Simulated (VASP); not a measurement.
# CoPdO2 (R-3m) in VASP: notebook

CoPdO2 is run at these levels: LDA; tasks: single point.

All numbers are computed with VASP 6.6.1; they aren't measurements. Logs are shortened: lines on timing, memory, paths and dates and some standing lists are left out, and cuts for length are marked.

## 1. The cell of the first run

Symmetry: R-3m, No. 166, trigonal system. Conventional cell: a = 2.882 Å, b = 2.882 Å, c = 17.992 Å, α = 90.00°, β = 90.00°, γ = 120.00°. Pd (site symmetry -3m) has 2 O at 2.02 Å within 2.7 Å. Within 2.6 Å of Co (site symmetry -3m) lie 6 O at 1.93 Å. Within 2.6 Å of O (site symmetry 3m) lie 3 Co at 1.93 Å and 1 Pd at 2.02 Å and 3 O at 2.56 Å.

## 2. Single point, LDA, collinear spin, ferromagnetic start (10.79 Å³/atom)

File INCAR:

```
SYSTEM = CoPdO2
  PREC = Accurate
  ENCUT = 520
  EDIFF = 1E-6
  ISMEAR = -1
  SIGMA = 0.05
  LREAL = .False.
  LASPH = .True.
  NELM = 150
  ALGO = Normal
  ISIF = 2
  LWAVE = .False.
  LCHARG = .False.
  ISPIN = 2
  MAGMOM = 0 2 0 0
  LORBIT = 11
  LMAXMIX = 4
  NBANDS = 28
```

File KPOINTS:

```
Automatic mesh
0
Gamma
  11 11 11
  0 0 0
```

File POSCAR:

```
CoPdO2
1.0
    1.4411715738      0.8320607961      5.9972281671
   -1.4411715738      0.8320607961      5.9972281671
    0.0000000000     -1.6641215921      5.9972281671
Pd Co O
1 1 2
Direct
    0.0000000000      0.0000000000      0.0000000000
    0.5000000000      0.5000000000      0.5000000000
    0.1124760000      0.1124760000      0.1124760000
    0.8875240000      0.8875240000      0.8875240000
```

Potentials or basis: VASP PAW LDA potentials, release 64 (Pd, Co, O).

Run with:

```bash
$ cat potpaw_LDA.64/Pd/POTCAR potpaw_LDA.64/Co/POTCAR potpaw_LDA.64/O/POTCAR > POTCAR
$ mpirun -np 1 vasp_std > vasp.out
```

OUTCAR:

```text
SYSTEM = CoPdO2
   PREC = Accurate
   ENCUT = 520
   EDIFF = 1E-6
   ISMEAR = -1
   LREAL = .False.
   LASPH = .True.
   NELM = 150
   ISIF = 2
   ISPIN = 2
   LORBIT = 11

 ion  position               nearest neighbor table
   1  0.000  0.000  0.000-   3 2.02   4 2.02
   2  0.500  0.500  0.500-   3 1.93   4 1.93   3 1.93   3 1.93   4 1.93   4 1.93
   3  0.112  0.112  0.112-   2 1.93   2 1.93   2 1.93   1 2.02
   4  0.888  0.888  0.888-   2 1.93   2 1.93   2 1.93   1 2.02

  LATTYP: Found a trigonal (rhomboedric) cell.
 ALAT       =     6.2238289149
 COS(alpha) =     0.8927626487

  Lattice vectors:

 A1 = (   1.4411715738,   0.8320607961,   5.9972281671)
 A2 = (  -1.4411715738,   0.8320607961,   5.9972281671)
 A3 = (   0.0000000000,  -1.6641215921,   5.9972281671)

Analysis of symmetry for initial positions (statically):
=====================================================================
 Subroutine PRICEL returns:
 Original cell was already a primitive cell.

 Routine SETGRP: Setting up the symmetry group for a
 trigonal (rhombohedral) supercell.

 Subroutine GETGRP returns: Found 12 space group operations
 (whereof 12 operations were pure point group operations)
 out of a pool of 12 trial point group operations.

The static configuration has the point symmetry D_3d.

Analysis of symmetry for dynamics (positions and initial velocities):
=====================================================================
 Subroutine PRICEL returns:
 Original cell was already a primitive cell.

 Routine SETGRP: Setting up the symmetry group for a
 trigonal (rhombohedral) supercell.

 Subroutine GETGRP returns: Found 12 space group operations
 (whereof 12 operations were pure point group operations)
 out of a pool of 12 trial point group operations.

The dynamic configuration has the point symmetry D_3d.

Analysis of structural, dynamic, and magnetic symmetry:
=====================================================================
 Subroutine PRICEL returns:
 Original cell was already a primitive cell.

 Routine SETGRP: Setting up the symmetry group for a
 trigonal (rhombohedral) supercell.

 Subroutine GETGRP returns: Found 12 space group operations
 (whereof 12 operations were pure point group operations)
 out of a pool of 12 trial point group operations.

The overall configuration has the point symmetry D_3d.

 Subroutine INISYM returns: Found 12 space group operations
 (whereof 12 operations are pure point group operations),
 and found     1 'primitive' translations

----------------------------------------------------------------------------------------

                                     Primitive cell

  volume of cell :      43.1492

  direct lattice vectors                    reciprocal lattice vectors
     1.441171574  0.832060796  5.997228167     0.346939954  0.200305876  0.055581233
    -1.441171574  0.832060796  5.997228167    -0.346939954  0.200305876  0.055581233
     0.000000000 -1.664121592  5.997228167     0.000000000 -0.400611752  0.055581233

  length of vectors
     6.223828915  6.223828915  6.223828915     0.404449069  0.404449069  0.404449069

  position of ions in fractional coordinates (direct lattice)
     0.000000000  0.000000000  0.000000000
     0.500000000  0.500000000  0.500000000
     0.112476000  0.112476000  0.112476000
     0.887524000  0.887524000  0.887524000

  ion indices of the primitive-cell ions
   primitive index   ion index
                 1           1
                 2           2
                 3           3
                 4           4

----------------------------------------------------------------------------------------

 KPOINTS: Automatic mesh

Automatic generation of k-mesh.
 Grid dimensions read from file:
 generate k-points for:   11   11   11

 Generating k-lattice:

  Cartesian coordinates                     Fractional coordinates (reciprocal lattice)
     0.031539996  0.018209625  0.005052839     0.090909091 -0.000000000  0.000000000
    -0.031539996  0.018209625  0.005052839    -0.000000000  0.090909091  0.000000000
     0.000000000 -0.036419250  0.005052839     0.000000000  0.000000000  0.090909091

  Length of vectors
     0.036768097  0.036768097  0.036768097

  Shift w.r.t. Gamma in fractional coordinates (k-lattice)
     0.000000000  0.000000000  0.000000000

 Subroutine IBZKPT returns following result:
 ===========================================

 Found    146 irreducible k-points:

 Following reciprocal coordinates:
            Coordinates               Weight
  0.000000  0.000000  0.000000      1.000000
  0.090909  0.000000  0.000000      6.000000
  0.181818 -0.000000 -0.000000      6.000000
  0.272727  0.000000 -0.000000      6.000000
  0.363636  0.000000  0.000000      6.000000
  0.454545  0.000000  0.000000      6.000000
[... 16 lines left out ...]
 -0.272727  0.181818  0.000000     12.000000
 -0.181818  0.181818  0.000000      6.000000
 [... further k-points ...]
   k-points           NKPTS =    146   k-points in BZ     NKDIM =    146   number of bands    NBANDS=     28
   number of dos      NEDOS =    301   number of ions     NIONS =      4
   total plane-waves  NPLWV = 110592
   dimension x,y,z NGX =    48 NGY =   48 NGZ =   48
   dimension x,y,z NGXF=    96 NGYF=   96 NGZF=   96
   ions per type =               1   1   2
   NGX,Y,Z   is equivalent  to a cutoff of  12.82, 12.82, 12.82 a.u.
   NGXF,Y,Z  is equivalent  to a cutoff of  25.64, 25.64, 25.64 a.u.
 SYSTEM =  CoPdO2
   PREC   = accura    normal or accurate (medium, high low for compatibility)
   ISTART =      0    job   : 0-new  1-cont  2-samecut
   ICHARG =      2    charge: 1-file 2-atom 10-const
   ISPIN  =      2    spin polarized calculation?
   LNONCOLLINEAR =      F non collinear calculations
   LSORBIT =      F    spin-orbit coupling
   LASPH  =      T    aspherical Exc in radial PAW
   ENCUT  =  520.0 eV  38.22 Ry    6.18 a.u.  11.57 11.57 11.57*2*pi/ulx,y,z
   NELM   =    150;   NELMIN=  2; NELMDL= -5     # of ELM steps
   EDIFF  = 0.1E-05   stopping-criterion for ELM
   LREAL  =      F    real-space projection
   EDIFFG = 0.1E-04   stopping-criterion for IOM
   NSW    =      0    number of steps for IOM
   IBRION =     -1    ionic relax: 0-MD 1-quasi-New 2-CG
   NFREE  =      0    steps in history (QN), initial steepest desc. (CG)
   ISIF   =      2    stress and relaxation
   ISYM   =      2    0-nonsym 1-usesym 2-fastsym
   POTIM  = 0.5000    time-step for ionic-motion
   TEBEG  =    0.0;   TEEND  =   0.0 temperature during run
   PSTRESS=    0.0 pullay stress
   NELECT =      31.0000    total number of electrons
   NUPDOWN=      -1.0000    fix difference up-down
   EMIN   =  10.00;   EMAX   =-10.00  energy-range for DOS
   EFERMI =   0.00;   METHOD = LEGACY
   ISMEAR =    -1;   SIGMA  =   0.05  broadening in eV -4-tet -1-fermi 0-gaus
   EFERMI_NEDOS =   21; number of points for ismear=-14 and -15
   IALGO  =     38    algorithm
   IMIX   =      4    mixing-type and parameters
     AMIX     =   0.40;   BMIX     =  1.00
     AMIX_MAG =   1.60;   BMIX_MAG =  1.00
  volume/ion in A,a.u.               =      10.79        72.80
  Fermi-wavevector in a.u.,A,eV,Ry     =   1.466238  2.770788 29.250547  2.149855
  Thomas-Fermi vector in A             =   2.582000
   LORBIT       =     11    0 simple, 1 ext, 2 COOP (PROOUT), +10 PAW based schemes
   GGA     = CA    functional components
   LHFCALC =     F    Hartree Fock is set to
   AEXX    =    0.0000 exact exchange contribution
   IVDW    =     0    specifies the selected vdW correction
   LEPSILON=     F    determine dielectric tensor
   LRPA    =     F    only Hartree local field effects (RPA)
 spin polarized calculation
  energy-cutoff  :      520.00
  volume of cell :       43.15
 maximum number of plane-waves:      1189
   NGX = 23   NGY = 23   NGZ = 23

 number of electron      30.9999997 magnetization      -0.0016786

 number of electron      30.9999997 magnetization       0.0001037

 Free energy of the ion-electron system (eV)
  ---------------------------------------------------
  ext. energy  EPLUGINS =         0.00000000
  ---------------------------------------------------
  free energy    TOTEN  =       -29.61735648 eV

  energy without entropy =      -29.61317946  energy(sigma->0) =      -29.61526797

 E-fermi :   6.7685     XC(G=0): -12.6817

 val. band max:        6.6490945036   @ k =  -0.1818   0.1818   0.0000
 cond. band min:       6.8851612991   @ k =   0.4545   0.4545   0.0000
 fundamental gap:      0.2360667955
 Fermi energy:         6.7685417818

 spin component 1

 k-point     1 :       0.0000    0.0000    0.0000
  band No.  band energies     occupation
      1     -13.4525      1.00000
      2     -11.6356      1.00000
      3      -1.3643      1.00000
      4       1.0241      1.00000
      5       1.0241      1.00000
      6       2.0450      1.00000
[... 19 lines left out ...]
     26      25.5282      0.00000
     27      27.9700      0.00000
[... 667 lines left out ...]
      5       1.0267      1.00000
      6       1.5014      1.00000
[... 19 lines left out ...]
     26      24.2929      0.00000
     27      24.9698      0.00000

 [... further k-points ...]

 spin component 2

 k-point     1 :       0.0000    0.0000    0.0000
  band No.  band energies     occupation
      1     -13.4525      1.00000
      2     -11.6357      1.00000
      3      -1.3644      1.00000
      4       1.0241      1.00000
      5       1.0241      1.00000
      6       2.0449      1.00000
[... 19 lines left out ...]
     26      25.5282      0.00000
     27      27.9700      0.00000
[... 667 lines left out ...]
      5       1.0267      1.00000
      6       1.5014      1.00000
[... 19 lines left out ...]
     26      24.2929      0.00000
     27      24.9699      0.00000

 [... further k-points ...]

 [bands above 27 left out]

------------------------ aborting loop because EDIFF is reached ----------------------------------------

  FORCE on cell =-STRESS in cart. coord.  units (eV):
  Direction    XX          YY          ZZ          XY          YZ          ZX
  --------------------------------------------------------------------------------------
  -------------------------------------------------------------------------------------
  Total       -5.1665474     -5.1665474     -6.4149396     -0.0000000     -0.0000000     -0.0000000
  in kB     -191.8396752   -191.8396752   -238.1938705     -0.0000000     -0.0000000     -0.0000000
  external PRESSURE =    -207.2910736 kB  Pullay stress =       0.0000000 kB

 VOLUME and BASIS-vectors are now :
 -----------------------------------------------------------------------------
  energy-cutoff  :      520.00
  volume of cell :       43.15
      direct lattice vectors                 reciprocal lattice vectors
     1.441171574  0.832060796  5.997228167     0.346939954  0.200305876  0.055581233
    -1.441171574  0.832060796  5.997228167    -0.346939954  0.200305876  0.055581233
     0.000000000 -1.664121592  5.997228167     0.000000000 -0.400611752  0.055581233

 POSITION                                       TOTAL-FORCE (eV/Angst)
 -----------------------------------------------------------------------------------
      0.00000      0.00000      0.00000         0.000000      0.000000     -0.000000
      0.00000      0.00000      8.99584         0.000000     -0.000000     -0.000000
      0.00000      0.00000      2.02363         0.000000      0.000000      0.353638
      0.00000      0.00000     15.96805         0.000000     -0.000000     -0.353638
 -----------------------------------------------------------------------------------
    total drift:                                0.000000      0.000000     -0.000000

  FREE ENERGIE OF THE ION-ELECTRON SYSTEM (eV)
  ---------------------------------------------------
  free  energy   TOTEN  =       -29.6173564752 eV

  energy  without entropy=      -29.6131794635  energy(sigma->0) =      -29.61526797

 total charge

# of ion       s       p       d       tot
------------------------------------------
    1        0.458   0.433   8.418   9.309
    2        0.413   0.615   7.307   8.336
    3        1.547   3.388   0.000   4.934
    4        1.547   3.388   0.000   4.934
--------------------------------------------------
tot          3.964   7.823  15.725  27.513

 magnetization (x)

# of ion       s       p       d       tot
------------------------------------------
    1       -0.000  -0.000  -0.000  -0.000
    2        0.000   0.000   0.000   0.000
    3       -0.000  -0.000   0.000  -0.000
    4       -0.000  -0.000   0.000  -0.000
--------------------------------------------------
tot         -0.000  -0.000   0.000   0.000
```

Wall time 36 min (1 thread of Oxide Virtual Turin-like, shared host); peak memory 0.45 GiB.

What came out:

```
Free energy                                           : -29.6174 eV
Pressure                                              : -20.7 GPa
Largest force                                         : 0.354 eV/Å
Net moment                                            : 0.00 μB per cell
Valence electrons inside the program's atomic spheres : Pd 9.31; Co 8.34; O 4.93
```

Forces on the atoms (eV/Å):
```
Pd   0.000  0.000  0.000
Co   0.000  0.000  0.000
O    0.000  0.000  0.354
O    0.000  0.000 -0.354
```

Stress tensor (GPa, compression positive):
```
-19.18   0.00   0.00
  0.00 -19.18   0.00
  0.00   0.00 -23.82
```

Levels at points of the mesh, in eV from the Fermi level:
Spin up:
| k point | band 14 | band 15 | band 16 | band 17 | band 18 | band 19 |
| --- | --- | --- | --- | --- | --- | --- |
| (0.00, 0.00, 0.00) | -1.26 | -1.26 | -0.76 | 2.01 | 2.01 | 2.84 |
Spin down:
| k point | band 12 | band 13 | band 14 | band 15 | band 16 | band 17 | band 18 | band 19 | band 20 | band 21 |
| --- | --- | --- | --- | --- | --- | --- | --- | --- | --- | --- |
| (0.00, 0.00, 0.00) | -1.45 | -1.45 | -1.26 | -1.26 | -0.76 | 2.01 | 2.01 | 2.84 | 6.35 | 9.02 |

Caveat: the cell stands under tension; the moments typed at the start vanished in this run; semilocal functionals often make such compounds metallic where correlation or magnetic order opens a gap, which also shifts bond lengths.

(Part 1 of 2 ends here.)
